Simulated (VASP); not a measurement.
# Sn3Sb2 (R-3m) in VASP: further runs

Sn3Sb2 is run at these levels: PBE; tasks: single point, relaxation of cell and atoms.

All numbers are computed with VASP 6.6.1; they aren't measurements. Logs are shortened: lines on timing, memory, paths and dates and some standing lists are left out, and cuts for length are marked.

### 1 The cell of the first run

Symmetry: R-3m, No. 166, trigonal system. The conventional cell has a = 4.065 Å, b = 4.065 Å, c = 28.262 Å, α = 90.00°, β = 90.00°, γ = 120.00°. Sn (site symmetry -3m) has 6 Sb at 3.01 Å and 12 Sn at 4.06 to 4.21 Å within 4.3 Å. Within 3.8 Å of Sn (site symmetry 3m) lie 3 Sb at 2.85 Å and 3 Sn at 3.37 Å. Within 3.8 Å of Sb (site symmetry 3m) lie 6 Sn at 2.85 to 3.01 Å.

### 2 Single point, PBE

The input, INCAR:

```
  ALGO = Fast
  EDIFF = 1E-6
  ENCUT = 520
  GGA = PE
  ISIF = 2
  ISMEAR = 0
  LASPH = T
  LCHARG = F
  LREAL = F
  LWAVE = F
  NBANDS = 34
  NELM = 100
  PREC = Accurate
  SIGMA = 0.1
```

The input, KPOINTS:

```
k-points
0
Gamma
  6 6 6
```

The input, POSCAR:

```
Sn3Sb2
1.0
    2.0322684599      1.1733307424      9.4205951912
   -2.0322684599      1.1733307424      9.4205951912
    0.0000000000     -2.3466614847      9.4205951912
Sn Sb
3 2
Direct
    0.0000000000      0.0000000000      0.0000000000
    0.2095000000      0.2095000000      0.2095000000
    0.7905000000      0.7905000000      0.7905000000
    0.4000000000      0.4000000000      0.4000000000
    0.6000000000      0.6000000000      0.6000000000
```

Potentials or basis: VASP PAW PBE potentials, release 64 (Sn_d, Sb).

Launch:

```console
$ cat potpaw_PBE.64/Sn_d/POTCAR potpaw_PBE.64/Sb/POTCAR > POTCAR
$ mpirun -np 1 vasp_std > vasp.out
```

OUTCAR:

```text
EDIFF = 1E-6
   ENCUT = 520
   GGA = PE
   ISIF = 2
   ISMEAR = 0
   LASPH = T
   LREAL = F
   NELM = 100
   PREC = Accurate

 ion  position               nearest neighbor table
   1  0.000  0.000  0.000-   5 3.01   4 3.01   5 3.01   5 3.01   4 3.01   4 3.01
   2  0.209  0.209  0.209-   5 2.85   5 2.85   5 2.85   3 3.37   3 3.37   3 3.37
   3  0.791  0.791  0.791-   4 2.85   4 2.85   4 2.85   2 3.37   2 3.37   2 3.37
   4  0.400  0.400  0.400-   3 2.85   3 2.85   3 2.85   1 3.01   1 3.01   1 3.01
   5  0.600  0.600  0.600-   2 2.85   2 2.85   2 2.85   1 3.01   1 3.01   1 3.01

  LATTYP: Found a trigonal (rhomboedric) cell.
 ALAT       =     9.7084722733
 COS(alpha) =     0.9123624232

  Lattice vectors:

 A1 = (   2.0322684599,   1.1733307424,   9.4205951912)
 A2 = (  -2.0322684599,   1.1733307424,   9.4205951912)
 A3 = (   0.0000000000,  -2.3466614847,   9.4205951912)

Analysis of symmetry for initial positions (statically):
=====================================================================
 Subroutine PRICEL returns:
 Original cell was already a primitive cell.

 Routine SETGRP: Setting up the symmetry group for a
 trigonal (rhombohedral) supercell.

 Subroutine GETGRP returns: Found 12 space group operations
 (whereof 12 operations were pure point group operations)
 out of a pool of 12 trial point group operations.

The static configuration has the point symmetry D_3d.

Analysis of symmetry for dynamics (positions and initial velocities):
=====================================================================
 Subroutine PRICEL returns:
 Original cell was already a primitive cell.

 Routine SETGRP: Setting up the symmetry group for a
 trigonal (rhombohedral) supercell.

 Subroutine GETGRP returns: Found 12 space group operations
 (whereof 12 operations were pure point group operations)
 out of a pool of 12 trial point group operations.

The dynamic configuration has the point symmetry D_3d.

 Subroutine INISYM returns: Found 12 space group operations
 (whereof 12 operations are pure point group operations),
 and found     1 'primitive' translations

----------------------------------------------------------------------------------------

                                     Primitive cell

  volume of cell :     134.7818

[... 93 lines left out ...]
   NELM   =    100;   NELMIN=  2; NELMDL= -5     # of ELM steps
   EDIFF  = 0.1E-05   stopping-criterion for ELM
   LREAL  =      F    real-space projection
   EDIFFG = 0.1E-04   stopping-criterion for IOM
   NSW    =      0    number of steps for IOM
   IBRION =     -1    ionic relax: 0-MD 1-quasi-New 2-CG
   NFREE  =      0    steps in history (QN), initial steepest desc. (CG)
   ISIF   =      2    stress and relaxation
   ISYM   =      2    0-nonsym 1-usesym 2-fastsym
   POTIM  = 0.5000    time-step for ionic-motion
   TEBEG  =    0.0;   TEEND  =   0.0 temperature during run
   PSTRESS=    0.0 pullay stress
   NELECT =      52.0000    total number of electrons
   NUPDOWN=      -1.0000    fix difference up-down
   EMIN   =  10.00;   EMAX   =-10.00  energy-range for DOS
   EFERMI =   0.00;   METHOD = LEGACY
   ISMEAR =     0;   SIGMA  =   0.10  broadening in eV -4-tet -1-fermi 0-gaus
   EFERMI_NEDOS =   21; number of points for ismear=-14 and -15
   IALGO  =     68    algorithm
   IMIX   =      4    mixing-type and parameters
     AMIX     =   0.40;   BMIX     =  1.00
     AMIX_MAG =   1.60;   BMIX_MAG =  1.00
  volume/ion in A,a.u.               =      26.96       181.91
  Fermi-wavevector in a.u.,A,eV,Ry     =   1.191788  2.252152 19.325143  1.420358
  Thomas-Fermi vector in A             =   2.327841
   LORBIT       =      0    0 simple, 1 ext, 2 COOP (PROOUT), +10 PAW based schemes
   GGA     = PE    functional components
   LHFCALC =     F    Hartree Fock is set to
   AEXX    =    0.0000 exact exchange contribution
   IVDW    =     0    specifies the selected vdW correction
   LEPSILON=     F    determine dielectric tensor
   LRPA    =     F    only Hartree local field effects (RPA)
 non-spin polarized calculation
 RMM-DIIS sequential band-by-band and
 Gauss-broadening in eV      SIGMA  =   0.10
  energy-cutoff  :      520.00
  volume of cell :      134.78
 maximum number of plane-waves:      3654
   NGX = 37   NGY = 37   NGZ = 37

 number of electron      52.0000005 magnetization

 Free energy of the ion-electron system (eV)
  ---------------------------------------------------
  ext. energy  EPLUGINS =         0.00000000
  ---------------------------------------------------
  free energy    TOTEN  =       -19.22118683 eV

  energy without entropy =      -19.21494314  energy(sigma->0) =      -19.21806499

 E-fermi :   8.2467     XC(G=0): -10.1686

 val. band max:        8.1925135270   @ k =  -0.1667   0.1667   0.1667
 cond. band min:       8.2819615619   @ k =   0.5000   0.3333   0.3333
 fundamental gap:      0.0894480350
 Fermi energy:         8.2466724395

 k-point     1 :       0.0000    0.0000    0.0000
  band No.  band energies     occupation
      1     -13.3872      2.00000
      2     -13.3872      2.00000
      3     -13.3636      2.00000
      4     -13.3593      2.00000
      5     -13.3593      2.00000
      6     -13.3337      2.00000
[... 877 lines left out ...]
     33      12.1584      0.00000
     34      14.0629      0.00000

 [... further k-points ...]

------------------------ aborting loop because EDIFF is reached ----------------------------------------

  FORCE on cell =-STRESS in cart. coord.  units (eV):
  Direction    XX          YY          ZZ          XY          YZ          ZX
  --------------------------------------------------------------------------------------
  -------------------------------------------------------------------------------------
  Total        8.6679712      8.6679712      4.9482197      0.0000000      0.0000000      0.0000000
  in kB      103.0378823    103.0378823     58.8204622      0.0000000      0.0000000      0.0000000
  external PRESSURE =      88.2987423 kB  Pullay stress =       0.0000000 kB

 VOLUME and BASIS-vectors are now :
 -----------------------------------------------------------------------------
  energy-cutoff  :      520.00
  volume of cell :      134.78
      direct lattice vectors                 reciprocal lattice vectors
     2.032268460  1.173330742  9.420595191     0.246030488  0.142045768  0.035383469
    -2.032268460  1.173330742  9.420595191    -0.246030488  0.142045768  0.035383469
     0.000000000 -2.346661485  9.420595191     0.000000000 -0.284091536  0.035383469

 POSITION                                       TOTAL-FORCE (eV/Angst)
 -----------------------------------------------------------------------------------
      0.00000      0.00000      0.00000         0.000000      0.000000     -0.000000
      0.00000      0.00000      5.92084         0.000000     -0.000000     -1.055285
      0.00000      0.00000     22.34094         0.000000      0.000000      1.055285
      0.00000      0.00000     11.30471         0.000000     -0.000000     -0.271241
      0.00000      0.00000     16.95707         0.000000      0.000000      0.271241
 -----------------------------------------------------------------------------------
    total drift:                               -0.000000      0.000000     -0.000000

  FREE ENERGIE OF THE ION-ELECTRON SYSTEM (eV)
  ---------------------------------------------------
  free  energy   TOTEN  =       -19.2211868289 eV

  energy  without entropy=      -19.2149431447  energy(sigma->0) =      -19.21806499
```

OSZICAR:

```text
N       E                     dE             d eps       ncg     rms          rms(c)
DAV:   1     0.483784312336E+03    0.48378E+03   -0.24324E+04  2184   0.199E+03
DAV:   2     0.452311086487E+02   -0.43855E+03   -0.42933E+03  2224   0.515E+02
DAV:   3    -0.163462905349E+02   -0.61577E+02   -0.60251E+02  2636   0.173E+02
DAV:   4    -0.192106551708E+02   -0.28644E+01   -0.28521E+01  2530   0.398E+01
DAV:   5    -0.193051869005E+02   -0.94532E-01   -0.94505E-01  3220   0.748E+00    0.491E+00
RMM:   6    -0.192264700546E+02    0.78717E-01   -0.13539E-01  2612   0.246E+00    0.296E+00
RMM:   7    -0.192238729059E+02    0.25971E-02   -0.11539E-01  2579   0.173E+00    0.416E-01
RMM:   8    -0.192207962360E+02    0.30767E-02   -0.14641E-02  2778   0.952E-01    0.133E-01
RMM:   9    -0.192210864039E+02   -0.29017E-03   -0.42652E-03  3016   0.406E-01    0.851E-02
RMM:  10    -0.192211763310E+02   -0.89927E-04   -0.94216E-04  3490   0.196E-01    0.433E-02
RMM:  11    -0.192211832205E+02   -0.68895E-05   -0.18070E-04  2850   0.973E-02    0.156E-02
RMM:  12    -0.192211863921E+02   -0.31716E-05   -0.67405E-05  3422   0.516E-02    0.519E-03
RMM:  13    -0.192211866904E+02   -0.29825E-06   -0.10333E-05  2626   0.183E-02    0.205E-03
RMM:  14    -0.192211868289E+02   -0.13855E-06   -0.15260E-06  1632   0.986E-03
   1 F= -.19221187E+02 E0= -.19218065E+02  d E =-.624368E-02
```

Wall time 5.4 min (1 thread of Intel Xeon 6975P-C (Granite Rapids), shared host); peak memory 0.8 GiB.

What came out:

* Free energy: -19.2212 eV
* Pressure: 8.8 GPa
* Largest force: 1.055 eV/Å
* Band gap on the k mesh: zero (bands 26 and 27 overlap by 2.54 eV)

Forces on the atoms (eV/Å):
```
Sn   0.000  0.000  0.000
Sn   0.000  0.000 -1.055
Sn   0.000  0.000  1.055
Sb   0.000  0.000 -0.271
Sb   0.000  0.000  0.271
```

Stress tensor (GPa, compression positive):
```
10.30  0.00  0.00
 0.00 10.30  0.00
 0.00  0.00  5.88
```

Levels at points of the mesh, in eV from the Fermi level:
| k point | band 23 | band 24 | band 25 | band 26 | band 27 | band 28 | band 29 | band 30 |
| --- | --- | --- | --- | --- | --- | --- | --- | --- |
| (0.00, 0.00, 0.00) | -0.31 | -0.31 | 0.96 | 1.00 | 1.74 | 1.74 | 2.25 | 2.25 |
| (0.50, 0.00, 0.00) | -2.52 | -2.03 | -1.94 | -1.74 | -1.11 | 1.67 | 2.13 | 2.47 |
| (0.50, 0.50, 0.00) | -3.36 | -2.76 | -1.54 | 0.13 | 0.14 | 0.51 | 1.58 | 2.08 |
| (0.50, 0.50, 0.50) | -0.51 | -0.27 | -0.27 | 1.32 | 1.32 | 1.67 | 2.62 | 3.36 |

Caveat: the cell stands under pressure; spin-orbit coupling is left out, which moves the levels of the heavy elements; forces of over 1 eV/Å act on the atoms, so gaps and moduli don't describe the material at rest.

[end of part 1 of 2]
